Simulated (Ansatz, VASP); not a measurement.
# AlBN: VASP beside Ansatz

```
CELL_PARAMETERS angstrom
2.64562 0.00000 0.00000
0.00000 2.64562 0.00000
0.00000 0.00000 5.40264
ATOMIC_POSITIONS crystal
Al 0.50000 0.50000 0.00000
B 0.50000 0.50000 0.50000
N 0.00000 0.00000 0.00000
```

Alike in both runs: task single point; functional PBE-based screened hybrid; k mesh 5 × 5 × 3; occupations fermi-dirac, width 0.05 eV; no spin polarisation.

|  | VASP | Ansatz |
| --- | --- | --- |
| version | VASP 6.6.1 | Ansatz 0.2.0 |
| potentials or method | VASP PAW PBE potentials, release 64 (Al, B, N) | Ansatz PAW |
| plane-wave cutoff (eV) | 520 | 420 |
| valence electrons in the cell | 11 | 11 |

VASP gave:

| Item | Value |
| --- | --- |
| gap on the k mesh at the Fermi level (eV) | none |
| pressure (GPa) | -2.3 |
| traceless stress, the component that is largest in VASP (GPa) | 4.73 |

Problem. Estimate Ansatz's values.

Solution. gap on the k mesh at the Fermi level (eV): none; pressure (GPa): -2.2; traceless stress, the component that is largest in VASP (GPa): 4.79.

VASP's potentials were made for PBE, not for PBE-based screened hybrid. A gap of «none» marks a metal or a gap that the smearing closes.

The k mesh is coarse, so the values compare programs but aren't converged.
